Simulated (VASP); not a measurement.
# AgBr (Fm-3m) in VASP: a series of runs

Aim: see how the results for AgBr move with the level of theory and the settings. Levels: r2SCAN, PBE, HSE06. Tasks: relaxation of cell and atoms, single point.

Everything below comes from runs of VASP 6.6.1. Logs are shortened: lines on timing, memory, paths and dates and some standing lists are left out, and cuts for length are marked.

## 1. The cell of the first run

Symmetry: Fm-3m, No. 225, cubic system. Conventional cell: a = 5.843 Å, b = 5.843 Å, c = 5.843 Å, α = 90.00°, β = 90.00°, γ = 90.00°. Within 3.8 Å of Ag (site symmetry m-3m) lie 6 Br at 2.92 Å. Within 3.8 Å of Br (site symmetry m-3m) lie 6 Ag at 2.92 Å.

## 2. Relaxation of cell and atoms, r2SCAN

POSCAR

```
AgBr
1.0
    0.0000000000      2.9216612948      2.9216612948
    2.9216612948      0.0000000000      2.9216612948
    2.9216612948      2.9216612948      0.0000000000
Ag Br
1 1
Direct
    0.0000000000      0.0000000000      0.0000000000
    0.5000000000      0.5000000000      0.5000000000
```

INCAR.step1

```
SYSTEM = AgBr
  PREC = Accurate
  ENCUT = 550
  ISMEAR = -1
  SIGMA = 0.02
  LREAL = .False.
  LASPH = .True.
  NELM = 120
  GGA = PE
  ALGO = Normal
  EDIFF = 1E-5
  LWAVE = .True.
  LCHARG = .False.
  GGA_COMPAT = .False.
  IBRION = 2
  ISIF = 3
  EDIFFG = -0.005
  NELMIN = 4
  NSW = 100
```

INCAR.step2

```
SYSTEM = AgBr
  PREC = Accurate
  ENCUT = 550
  EDIFF = 1E-7
  ISMEAR = -1
  SIGMA = 0.02
  LREAL = .False.
  LASPH = .True.
  NELM = 120
  ALGO = Normal
  ISIF = 3
  LWAVE = .False.
  LCHARG = .False.
  METAGGA = R2SCAN
  LMIXTAU = .True.
  IBRION = 2
  NSW = 80
  EDIFFG = -0.005
  ISTART = 1
  GGA_COMPAT = .False.
  NELMIN = 4
```

KPOINTS

```
regular mesh
0
Gamma
  8 8 8
  0 0 0
```

Potentials or basis: VASP PAW PBE potentials, release 64 (Ag, Br).

Started as:

```bash
$ cat potpaw_PBE.64/Ag/POTCAR potpaw_PBE.64/Br/POTCAR > POTCAR
$ cp INCAR.step1 INCAR
$ mpirun -np 1 vasp_std > vasp.out
$ cp INCAR.step2 INCAR
$ mpirun -np 1 vasp_std > vasp.out
```

OUTCAR:

```text
SYSTEM = AgBr
   PREC = Accurate
   ENCUT = 550
   EDIFF = 1E-7
   ISMEAR = -1
   LREAL = .False.
   LASPH = .True.
   NELM = 120
   ISIF = 3
   METAGGA = R2SCAN
   IBRION = 2
   NSW = 80
   EDIFFG = -0.005
   ISTART = 1
   NELMIN = 4

 ion  position               nearest neighbor table
   1  0.000  0.000  0.000-   2 2.92   2 2.92   2 2.92   2 2.92   2 2.92   2 2.92
   2  0.500  0.500  0.500-   1 2.92   1 2.92   1 2.92   1 2.92   1 2.92   1 2.92

  LATTYP: Found a face centered cubic cell.
 ALAT       =     5.8433225896

  Lattice vectors:

 A1 = (   0.0000000000,   2.9216612948,   2.9216612948)
 A2 = (   2.9216612948,   0.0000000000,   2.9216612948)
 A3 = (   2.9216612948,   2.9216612948,   0.0000000000)

Analysis of symmetry for initial positions (statically):
=====================================================================
 Subroutine PRICEL returns:
 Original cell was already a primitive cell.

 Routine SETGRP: Setting up the symmetry group for a
 face centered cubic supercell.

 Subroutine GETGRP returns: Found 48 space group operations
 (whereof 48 operations were pure point group operations)
 out of a pool of 48 trial point group operations.

The static configuration has the point symmetry O_h .

Analysis of symmetry for dynamics (positions and initial velocities):
=====================================================================
 Subroutine PRICEL returns:
 Original cell was already a primitive cell.

 Routine SETGRP: Setting up the symmetry group for a
 face centered cubic supercell.

 Subroutine GETGRP returns: Found 48 space group operations
 (whereof 48 operations were pure point group operations)
 out of a pool of 48 trial point group operations.

The dynamic configuration has the point symmetry O_h .

 Subroutine INISYM returns: Found 48 space group operations
 (whereof 48 operations are pure point group operations),
 and found     1 'primitive' translations

----------------------------------------------------------------------------------------

                                     Primitive cell

  volume of cell :      49.8792

  direct lattice vectors                    reciprocal lattice vectors
     0.000000000  2.921661295  2.921661295    -0.171135511  0.171135511  0.171135511
     2.921661295  0.000000000  2.921661295     0.171135511 -0.171135511  0.171135511
     2.921661295  2.921661295  0.000000000     0.171135511  0.171135511 -0.171135511

[... 149 lines left out ...]
     2.921661295  0.000000000  2.921661295     0.171135511 -0.171135511  0.171135511
     2.921661295  2.921661295  0.000000000     0.171135511  0.171135511 -0.171135511

 POSITION                                       TOTAL-FORCE (eV/Angst)
 -----------------------------------------------------------------------------------
      0.00000      0.00000      0.00000         0.000000      0.000000      0.000000
      2.92166      2.92166      2.92166         0.000000      0.000000      0.000000
 -----------------------------------------------------------------------------------
    total drift:                                0.000000     -0.000000     -0.000000

  FREE ENERGIE OF THE ION-ELECTRON SYSTEM (eV)
  ---------------------------------------------------
  free  energy   TOTEN  =       -35.5082868388 eV

  energy  without entropy=      -35.5082868388  energy(sigma->0) =      -35.50828684

--------------------------------------- Ionic step        2  -------------------------------------------

 number of electron      17.9999999 magnetization

 Free energy of the ion-electron system (eV)
  ---------------------------------------------------
  ext. energy  EPLUGINS =         0.00000000
  ---------------------------------------------------
  free energy    TOTEN  =       -35.51486986 eV

  energy without entropy =      -35.51486986  energy(sigma->0) =      -35.51486986

 E-fermi :   3.5024     XC(G=0): -10.2512

 val. band max:        3.0484808267   @ k =   0.5000   0.0000   0.0000
 cond. band min:       4.2943463480   @ k =   0.0000   0.0000   0.0000
 fundamental gap:      1.2458655213
 Fermi energy:         3.5024221103

 k-point     1 :       0.0000    0.0000    0.0000
  band No.  band energies     occupation
      1     -12.4133      2.00000
      2       0.3631      2.00000
      3       0.3631      2.00000
      4       0.3631      2.00000
      5       0.3705      2.00000
      6       0.3705      2.00000
      7       1.1005      2.00000
      8       1.1005      2.00000
      9       1.1005      2.00000
     10       4.2943      0.00000
     11      13.4706      0.00000
     12      13.4706      0.00000
     13      13.4706      0.00000
[... 354 lines left out ...]
  band No.  band energies     occupation
      1     -11.9579      2.00000
      2      -1.6814      2.00000
      3      -0.9707      2.00000
      4      -0.9467      2.00000
      5       0.6037      2.00000
      6       0.6545      2.00000
      7       0.9350      2.00000
      8       1.9111      2.00000
      9       2.4810      2.00000
     10       8.0607      0.00000
     11       8.8411      0.00000
     12      11.4870      0.00000
     13      11.5111      0.00000

 [... further k-points ...]

------------------------ aborting loop because EDIFF is reached ----------------------------------------

  FORCE on cell =-STRESS in cart. coord.  units (eV):
  Direction    XX          YY          ZZ          XY          YZ          ZX
  --------------------------------------------------------------------------------------
  -------------------------------------------------------------------------------------
  Total       -0.0012562     -0.0012562     -0.0012562     -0.0000000     -0.0000000     -0.0000000
  in kB       -0.0416310     -0.0416310     -0.0416310     -0.0000000     -0.0000000     -0.0000000
  external PRESSURE =      -0.0416310 kB  Pullay stress =       0.0000000 kB

 VOLUME and BASIS-vectors are now :
 -----------------------------------------------------------------------------
  energy-cutoff  :      550.00
  volume of cell :       48.34
      direct lattice vectors                 reciprocal lattice vectors
     0.000000000  2.891389126  2.891389126    -0.172927260  0.172927260  0.172927260
     2.891389126  0.000000000  2.891389126     0.172927260 -0.172927260  0.172927260
     2.891389126  2.891389126 -0.000000000     0.172927260  0.172927260 -0.172927260

 POSITION                                       TOTAL-FORCE (eV/Angst)
 -----------------------------------------------------------------------------------
      0.00000      0.00000      0.00000        -0.000000      0.000000      0.000000
      2.89139      2.89139      2.89139         0.000000     -0.000000     -0.000000
 -----------------------------------------------------------------------------------
    total drift:                                0.000000     -0.000000     -0.000000

  FREE ENERGIE OF THE ION-ELECTRON SYSTEM (eV)
  ---------------------------------------------------
  free  energy   TOTEN  =       -35.5148698561 eV

  energy  without entropy=      -35.5148698561  energy(sigma->0) =      -35.51486986

 reached required accuracy - stopping structural energy minimisation
```

OUTCAR.step1:

```text
SYSTEM = AgBr
   PREC = Accurate
   ENCUT = 550
   ISMEAR = -1
   LREAL = .False.
   LASPH = .True.
   NELM = 120
   GGA = PE
[... 890 lines left out ...]
  -------------------------------------------------------------------------------------
  Total        0.0086469      0.0086469      0.0086469      0.0000000      0.0000000      0.0000000
  in kB        0.2786849      0.2786849      0.2786849      0.0000000      0.0000000      0.0000000
  external PRESSURE =       0.2786849 kB  Pullay stress =       0.0000000 kB
[... 17 lines left out ...]
  FREE ENERGIE OF THE ION-ELECTRON SYSTEM (eV)
  ---------------------------------------------------
  free  energy   TOTEN  =        -5.0000186136 eV

  energy  without entropy=       -5.0000186133  energy(sigma->0) =       -5.00001861

 reached required accuracy - stopping structural energy minimisation
```

OSZICAR.step1:

```text
N       E                     dE             d eps       ncg     rms          rms(c)
DAV:   1     0.995290408205E+02    0.99529E+02   -0.88072E+03   770   0.128E+03
DAV:   2    -0.119597236224E+01   -0.10073E+03   -0.93840E+02   879   0.246E+02
DAV:   3    -0.509685703366E+01   -0.39009E+01   -0.38862E+01   889   0.514E+01
DAV:   4    -0.512184587235E+01   -0.24989E-01   -0.24987E-01   834   0.454E+00
[... 52 lines left out ...]
       N       E                     dE             d eps       ncg     rms          rms(c)
DAV:   1    -0.500002381803E+01   -0.60884E-05   -0.96483E-05   754   0.111E-01    0.150E-02
DAV:   2    -0.500001935542E+01    0.44626E-05   -0.13612E-05   377   0.497E-02    0.494E-03
DAV:   3    -0.500001889357E+01    0.46185E-06   -0.14122E-06   377   0.944E-03    0.354E-03
DAV:   4    -0.500001861363E+01    0.27994E-06   -0.13627E-07   377   0.471E-03
   9 F= -.50000186E+01 E0= -.50000186E+01  d E =-.469528E-04
```

Run time: 81 s. Hardware: 1 thread of Intel Xeon 6975P-C (Granite Rapids), shared host; peak memory 0.2 GiB.

What came out:

| Property | Result |
| --- | --- |
| Free energy | -35.5149 eV |
| Relaxed volume | 24.17 Å³/atom |
| Relaxed cell | a = 4.089 Å, b = 4.089 Å, c = 4.089 Å, α = 60.00°, β = 60.00°, γ = 60.00° |
| Space group after relaxing (to 0.05 Å) | Fm-3m (No. 225) |
| Energy gained by relaxing | 3.3 meV/atom |
| Ionic steps | 2 |
| Pressure after relaxing | 0.0 GPa |
| Band gap on the k mesh | 1.25 eV, indirect (least direct gap 3.19 eV) |

Step by step:
| step | energy change (eV) | largest force (eV/Å) | pressure (GPa) | volume (Å³) |
| --- | --- | --- | --- | --- |
| 1 | 0.0000 | 0.0000 | -1.38 | 49.88 |
| 2 | -0.0066 | 0.0000 | 0.00 | 48.34 |

Final structure:
```xyz
2
Lattice="0.0000 2.8914 2.8914 2.8914 0.0000 2.8914 2.8914 2.8914 0.0000" Properties=species:S:1:pos:R:3 pbc="T T T"
Ag    0.0000    0.0000    0.0000
Br    2.8914    2.8914    2.8914
```

Caveat: the PAW data sets were made with another functional, which shifts forces and pressure a little. A k mesh can miss the band edges.

## 3. Single point, PBE, non-collinear spin, zero start, spin-orbit coupling

This run uses another cell than the first one, of 24.21 Å³/atom, 0.971 times its volume.

INCAR

```
PREC = Accurate ; ENCUT = 500
EDIFF = 1E-6 ; ISMEAR = -1
SIGMA = 0.02 ; LREAL = F
LASPH = T ; NELM = 200
ALGO = Normal ; ISIF = 2
LWAVE = F ; LCHARG = T
MAGMOM = 0 0 0 0 0 0 ; LORBIT = 11
LSORBIT = T ; GGA_COMPAT = F
LORBMOM = T ; LMAXMIX = 4
GGA = PE ; LVHAR = T
NBANDS = 30
```

KPOINTS

```
regular mesh
0
Gamma
  8 8 8
```

POSCAR

```
AgBr
1.0
    0.0000000000      2.8927622870      2.8927622870
    2.8927622870      0.0000000000      2.8927622870
    2.8927622870      2.8927622870      0.0000000000
Ag Br
1 1
Direct
    0.0000000000      0.0000000000      0.0000000000
    0.5000000000      0.5000000000      0.5000000000
```

Potentials or basis: VASP PAW PBE potentials, release 64 (Ag, Br).

Started as:

```bash
$ cat potpaw_PBE.64/Ag/POTCAR potpaw_PBE.64/Br/POTCAR > POTCAR
$ mpirun -np 1 vasp_ncl > vasp.out
```

Wall time 38 s (1 thread of Intel Xeon 6975P-C (Granite Rapids), shared host); peak memory 0.3 GiB.

Results (log left out):

```yaml
Free_energy: -5.0435 eV
Pressure: 1.2 GPa
Net_moment: 0.00 μB per cell
Valence_electrons_inside_the_program's_atomic_spheres: Ag 9.72; Br 4.83
```

Moments on the atoms (μB; x, y, z):
```
Ag  0.00 0.00 0.00
Br  0.00 0.00 0.00
```

## 4. Single point, HSE06

This run uses another cell than the first one, of 24.21 Å³/atom, 0.971 times its volume.

POSCAR is that of step 3.

INCAR.step1

```
SYSTEM = AgBr
ALGO = Normal
EDIFF = 1E-5
ENCUT = 400
GGA = PE
GGA_COMPAT = .FALSE.
ISIF = 2
ISMEAR = 0
LASPH = .TRUE.
LREAL = .FALSE.
LWAVE = .TRUE.
NBANDS = 16
NELM = 120
PREC = Accurate
SIGMA = 0.01
```

INCAR.step2

```
SYSTEM = AgBr
ALGO = Normal
EDIFF = 1E-6
ENCUT = 400
GGA = PE
GGA_COMPAT = .FALSE.
HFSCREEN = 0.2079
ISIF = 2
ISMEAR = 0
ISTART = 1
LASPH = .TRUE.
LCHARG = .TRUE.
LELF = .TRUE.
LHFCALC = .TRUE.
LREAL = .FALSE.
LVHAR = .TRUE.
LWAVE = .FALSE.
NBANDS = 16
NELM = 120
PREC = Accurate
PRECFOCK = Normal
SIGMA = 0.01
```

KPOINTS

```
k-points
0
G
  6 6 6
  0 0 0
```

Started as:

```bash
$ cat potpaw_PBE.64/Ag/POTCAR potpaw_PBE.64/Br/POTCAR > POTCAR
$ cp INCAR.step1 INCAR
$ mpirun -np 1 vasp_std > vasp.out
$ cp INCAR.step2 INCAR
$ mpirun -np 1 vasp_std > vasp.out
```

Run time: 17 min. Hardware: 1 thread of Intel Xeon 6975P-C (Granite Rapids), shared host; peak memory 0.28 GiB.

It converged, with:

- Free energy: -6.0993 eV
- Pressure: 0.6 GPa
- Band gap on the k mesh: 2.01 eV, indirect (least direct gap 3.76 eV)

Levels at points of the mesh, in eV from the valence-band top:
```
           k point  band 5  band 6  band 7  band 8  band 9  band 10  band 11  band 12  band 13  band 14
(0.00, 0.00, 0.00)   -3.22   -3.22   -1.75   -1.75   -1.75     2.01    11.31    11.31    11.31    12.49
(0.50, 0.00, 0.00)   -2.94   -2.94   -2.46    0.00    0.00     5.03     8.23     8.23     8.25    13.66
(0.50, 0.50, 0.00)   -2.84   -2.84   -2.76   -2.69   -2.69     3.08     8.29    10.53    12.68    12.68
```

Caveat: the PAW data sets were made with another functional, which shifts forces and pressure a little. A k mesh can miss the band edges.

## 5. The runs side by side

```tsv
task	level	spin	cell	k mesh	cutoff (eV)	smearing	grid for exact exchange (PRECFOCK)	screening parameter	gap on the mesh (eV)	pressure (GPa)
relaxation of cell and atoms	r2SCAN	off	relaxed from a = 4.132 Å, angles 60.0°, 2 atoms	8 × 8 × 8	550	fermi-dirac 0.02 eV	-	-	1.25	0.0
single point	PBE	non-collinear, zero start, SOC	a = 4.091 Å, angles 60.0°, 2 atoms	8 × 8 × 8	500	fermi-dirac 0.02 eV	-	-	-	1.2
single point	HSE06	off	a = 4.091 Å, angles 60.0°, 2 atoms	6 × 6 × 6	400	gaussian 0.01 eV	Normal	0.2079 1/Å	2.01	0.6
```

Alike in all rows: potentials or basis VASP PAW PBE potentials, release 64 (Ag, Br).

Caveats: the PAW data sets were made with another functional, which shifts forces and pressure a little (some runs).

Absolute energies hang on the potentials; compare differences alone.
